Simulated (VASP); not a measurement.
# CoSi2 (P6/mmm) in VASP: further runs

CoSi2 is run at these levels: PBEsol; tasks: single point.

All numbers are computed with VASP 6.6.1; they aren't measurements. Logs are shortened: lines on timing, memory, paths and dates and some standing lists are left out, and cuts for length are marked.

## (1) The cell of the first run

It takes space group P6/mmm (No. 191, hexagonal). Conventional cell: a = 4.088 Å, b = 4.088 Å, c = 2.463 Å, α = 90.00°, β = 90.00°, γ = 120.00°. Within 3.3 Å of Co (site symmetry 6/mmm) lie 2 Co at 2.46 Å and 12 Si at 2.66 Å. Si (site symmetry -6m2) has 5 Si at 2.36 to 2.46 Å and 6 Co at 2.66 Å within 3.1 Å.

## (2) Single point, PBEsol, collinear spin (11.88 Å³/atom)

Input file INCAR:

```
SYSTEM = CoSi2
PREC = Accurate
ENCUT = 520
EDIFF = 1E-7
ISMEAR = 0
SIGMA = 0.05
LREAL = .False.
LASPH = .True.
NELM = 150
ALGO = Normal
ISIF = 2
LWAVE = .False.
LCHARG = .False.
ISPIN = 2
MAGMOM = 0.05 0 0
LORBIT = 11
LMAXMIX = 4
GGA = PS
NBANDS = 20
```

Input file KPOINTS:

```
regular mesh
0
Gamma
  10 10 12
  0 0 0
```

Input file POSCAR:

```
CoSi2
1.0
    4.0876997525      0.0000000000      0.0000000000
   -2.0438498763      3.5400518287      0.0000000000
    0.0000000000      0.0000000000      2.4625209430
Co Si
1 2
Direct
    0.0000000000      0.0000000000      0.0000000000
    0.3333333333      0.6666666667      0.5000000000
    0.6666666667      0.3333333333      0.5000000000
```

Potentials or basis: VASP PAW PBE potentials, release 64 (Co, Si).

Command:

```sh
$ cat potpaw_PBE.64/Co/POTCAR potpaw_PBE.64/Si/POTCAR > POTCAR
$ mpirun -np 1 vasp_std > vasp.out
```

OUTCAR:

```text
SYSTEM = CoSi2
   PREC = Accurate
   ENCUT = 520
   EDIFF = 1E-7
   ISMEAR = 0
   LREAL = .False.
   LASPH = .True.
   NELM = 150
   ISIF = 2
   ISPIN = 2
   LORBIT = 11
   GGA = PS

 ion  position               nearest neighbor table
   1  0.000  0.000  0.000-   2 2.66   3 2.66   2 2.66   3 2.66   3 2.66   3 2.66   2 2.66   2 2.66
                             3 2.66   3 2.66   2 2.66   2 2.66
   2  0.333  0.667  0.500-   3 2.36   3 2.36   3 2.36   1 2.66   1 2.66   1 2.66   1 2.66   1 2.66
                             1 2.66
   3  0.667  0.333  0.500-   2 2.36   2 2.36   2 2.36   1 2.66   1 2.66   1 2.66   1 2.66   1 2.66
                             1 2.66

  LATTYP: Found a hexagonal cell.
 ALAT       =     4.0876997525
 C/A-ratio  =     0.6024221670

  Lattice vectors:

 A1 = (   4.0876997525,   0.0000000000,   0.0000000000)
 A2 = (  -2.0438498763,   3.5400518287,   0.0000000000)
 A3 = (   0.0000000000,   0.0000000000,   2.4625209430)

Analysis of symmetry for initial positions (statically):
=====================================================================
 Subroutine PRICEL returns:
 Original cell was already a primitive cell.

 Routine SETGRP: Setting up the symmetry group for a
 hexagonal supercell.

 Subroutine GETGRP returns: Found 24 space group operations
 (whereof 24 operations were pure point group operations)
 out of a pool of 24 trial point group operations.

The static configuration has the point symmetry D_6h.

Analysis of symmetry for dynamics (positions and initial velocities):
=====================================================================
 Subroutine PRICEL returns:
 Original cell was already a primitive cell.

 Routine SETGRP: Setting up the symmetry group for a
 hexagonal supercell.

 Subroutine GETGRP returns: Found 24 space group operations
 (whereof 24 operations were pure point group operations)
 out of a pool of 24 trial point group operations.

The dynamic configuration has the point symmetry D_6h.

Analysis of structural, dynamic, and magnetic symmetry:
=====================================================================
 Subroutine PRICEL returns:
 Original cell was already a primitive cell.

 Routine SETGRP: Setting up the symmetry group for a
 hexagonal supercell.

 Subroutine GETGRP returns: Found 24 space group operations
 (whereof 24 operations were pure point group operations)
 out of a pool of 24 trial point group operations.

[... 119 lines left out ...]
   IALGO  =     38    algorithm
   IMIX   =      4    mixing-type and parameters
     AMIX     =   0.40;   BMIX     =  1.00
     AMIX_MAG =   1.60;   BMIX_MAG =  1.00
  volume/ion in A,a.u.               =      11.88        80.16
  Fermi-wavevector in a.u.,A,eV,Ry     =   1.279190  2.417318 22.263571  1.636326
  Thomas-Fermi vector in A             =   2.411689
   LORBIT       =     11    0 simple, 1 ext, 2 COOP (PROOUT), +10 PAW based schemes
   GGA     = PS    functional components
   LHFCALC =     F    Hartree Fock is set to
   AEXX    =    0.0000 exact exchange contribution
   IVDW    =     0    specifies the selected vdW correction
   LEPSILON=     F    determine dielectric tensor
   LRPA    =     F    only Hartree local field effects (RPA)
 spin polarized calculation
 Gauss-broadening in eV      SIGMA  =   0.05
  energy-cutoff  :      520.00
  volume of cell :       35.63
 maximum number of plane-waves:       981
   NGX = 15   NGY = 15   NGZ =  9

 number of electron      17.0000001 magnetization       0.0009521

 Free energy of the ion-electron system (eV)
  ---------------------------------------------------
  ext. energy  EPLUGINS =         0.00000000
  ---------------------------------------------------
  free energy    TOTEN  =       -18.56113495 eV

  energy without entropy =      -18.55741752  energy(sigma->0) =      -18.55927624

 E-fermi :  11.7603     XC(G=0): -12.3717

 val. band max:       11.7600299095   @ k =   0.1000   0.0000   0.3333
 cond. band min:      11.7606431665   @ k =   0.1000   0.0000   0.3333
 fundamental gap:      0.0006132570
 Fermi energy:        11.7602944354

 spin component 1

 k-point     1 :       0.0000    0.0000    0.0000
  band No.  band energies     occupation
      1      -2.9470      1.00000
      2       5.9585      1.00000
      3       5.9585      1.00000
      4       7.4051      1.00000
      5       8.4354      1.00000
      6       9.8645      1.00000
[... 541 lines left out ...]
     19      26.4569      0.00000
     20      28.0136      0.00000

 [... further k-points ...]

 spin component 2

 k-point     1 :       0.0000    0.0000    0.0000
  band No.  band energies     occupation
      1      -2.9469      1.00000
      2       5.9587      1.00000
      3       5.9587      1.00000
      4       7.4052      1.00000
      5       8.4359      1.00000
      6       9.8645      1.00000
[... 541 lines left out ...]
     19      26.4571      0.00000
     20      28.0137      0.00000

 [... further k-points ...]
[... 5 lines left out ...]
  --------------------------------------------------------------------------------------
  -------------------------------------------------------------------------------------
  Total        0.7763821      0.7763821      0.7879388     -0.0000000     -0.0000000      0.0000000
  in kB       34.9074059     34.9074059     35.4270117     -0.0000000     -0.0000000      0.0000000
  external PRESSURE =      35.0806078 kB  Pullay stress =       0.0000000 kB

 VOLUME and BASIS-vectors are now :
 -----------------------------------------------------------------------------
  energy-cutoff  :      520.00
  volume of cell :       35.63
      direct lattice vectors                 reciprocal lattice vectors
     4.087699752  0.000000000  0.000000000     0.244636363  0.141240870  0.000000000
    -2.043849876  3.540051829  0.000000000     0.000000000  0.282481740  0.000000000
     0.000000000  0.000000000  2.462520943     0.000000000  0.000000000  0.406087917

 POSITION                                       TOTAL-FORCE (eV/Angst)
 -----------------------------------------------------------------------------------
      0.00000      0.00000      0.00000        -0.000000      0.000000      0.000000
     -0.00000      2.36003      1.23126         0.000000     -0.000000     -0.000000
      2.04385      1.18002      1.23126        -0.000000      0.000000      0.000000
 -----------------------------------------------------------------------------------
    total drift:                                0.000000     -0.000000      0.000000

  FREE ENERGIE OF THE ION-ELECTRON SYSTEM (eV)
  ---------------------------------------------------
  free  energy   TOTEN  =       -18.5611349487 eV

  energy  without entropy=      -18.5574175243  energy(sigma->0) =      -18.55927624

 total charge

# of ion       s       p       d       tot
------------------------------------------
    1        0.380   0.430   7.494   8.304
    2        0.775   0.871   0.000   1.646
    3        0.775   0.871   0.000   1.646
--------------------------------------------------
tot          1.930   2.172   7.494  11.596

 magnetization (x)

# of ion       s       p       d       tot
------------------------------------------
    1       -0.000   0.000   0.001   0.001
    2        0.000   0.000   0.000   0.000
    3        0.000   0.000   0.000   0.000
--------------------------------------------------
tot          0.000   0.000   0.001   0.001
```

It took 3.9 min on 1 thread of Intel Xeon 8259CL, shared host; peak memory 0.23 GiB.

What came out:

* Free energy: -18.5611 eV
* Pressure: 3.5 GPa
* Net moment: 0.00 μB per cell
* Valence electrons inside the program's atomic spheres: Co 8.30; Si 1.65

Caveat: the cell stands under pressure; the PAW data sets were made with another functional, which shifts forces and pressure a little.

## (3) Single point, PBEsol, collinear spin

This run uses another cell than the first one, of 12.12 Å³/atom.

Input file INCAR:

```
SYSTEM = CoSi2
PREC     = Accurate       ! precision mode
ENCUT    = 520            ! plane-wave cutoff, eV
EDIFF    = 1E-6           ! SCF threshold, eV
ISMEAR   = 0              ! smearing method
SIGMA    = 0.05           ! smearing width, eV
LREAL    = .False.        ! projectors in reciprocal space
LASPH    = .True.         ! aspherical terms in the spheres
NELM     = 150            ! most SCF steps
ALGO     = Normal         ! electronic algorithm
ISIF     = 2              ! what is computed and relaxed
LWAVE    = .False.        ! write WAVECAR
LCHARG   = .False.        ! write CHGCAR
ISPIN    = 2              ! spin polarisation
MAGMOM   = 0.05 0 0       ! initial moments
LORBIT   = 11             ! projections on sites
LMAXMIX  = 4              ! l up to which the mixer works
GGA      = PS             ! functional
NBANDS   = 20             ! bands
```

Input file KPOINTS:

```
Automatic mesh
0
Gamma
  10 10 12
  0 0 0
```

Input file POSCAR:

```
CoSi2
1.0
    4.1182143777      0.0000000000      0.0000000000
   -2.0591071889      3.5664782693      0.0000000000
    0.0000000000      0.0000000000      2.4756767242
Co Si
1 2
Direct
    0.0000000000      0.0000000000      0.0000000000
    0.3333333333      0.6666666667      0.5000000000
    0.6666666667      0.3333333333      0.5000000000
```

Potentials or basis: VASP PAW PBE potentials, release 64 (Co, Si).

Command:

```sh
$ cat potpaw_PBE.64/Co/POTCAR potpaw_PBE.64/Si/POTCAR > POTCAR
$ mpirun -np 1 vasp_std > vasp.out
```

Wall time 2.4 min (1 thread of Intel Xeon 8259CL, shared host); peak memory 0.24 GiB.

Results (log left out):

```
Free energy                                           : -18.5694 eV
Pressure                                              : 0.1 GPa
Net moment                                            : 0.05 μB per cell
Site moments                                          : Co +0.05; Si +0.00 μB
Valence electrons inside the program's atomic spheres : Co 8.27; Si 1.63
```

Levels at points of the mesh, in eV from the Fermi level:
Spin up:
```csv
k point,band 7,band 8,band 9,band 10,band 11,band 12
"(0.00, 0.00, 0.00)",-1.83,-0.58,-0.58,0.39,0.39,3.53
"(0.50, 0.00, 0.00)",-0.68,-0.60,-0.08,4.50,5.38,5.55
"(0.00, 0.00, 0.50)",-0.84,-0.84,-0.37,0.49,3.25,5.22
"(0.50, 0.00, 0.50)",-1.41,-0.54,0.54,0.81,0.86,1.50
```
Spin down:
| k point | band 6 | band 7 | band 8 | band 9 | band 10 | band 11 |
| --- | --- | --- | --- | --- | --- | --- |
| (0.00, 0.00, 0.00) | -1.83 | -1.83 | -0.54 | -0.54 | 0.43 | 0.43 |
| (0.50, 0.00, 0.00) | -2.14 | -0.64 | -0.56 | -0.03 | 4.51 | 5.38 |
| (0.00, 0.00, 0.50) | -2.05 | -0.83 | -0.83 | -0.36 | 0.54 | 3.25 |
| (0.50, 0.00, 0.50) | -1.38 | -1.36 | -0.51 | 0.58 | 0.83 | 0.86 |

Caveat: the PAW data sets were made with another functional, which shifts forces and pressure a little.

(Continued in part 2 of 2.)
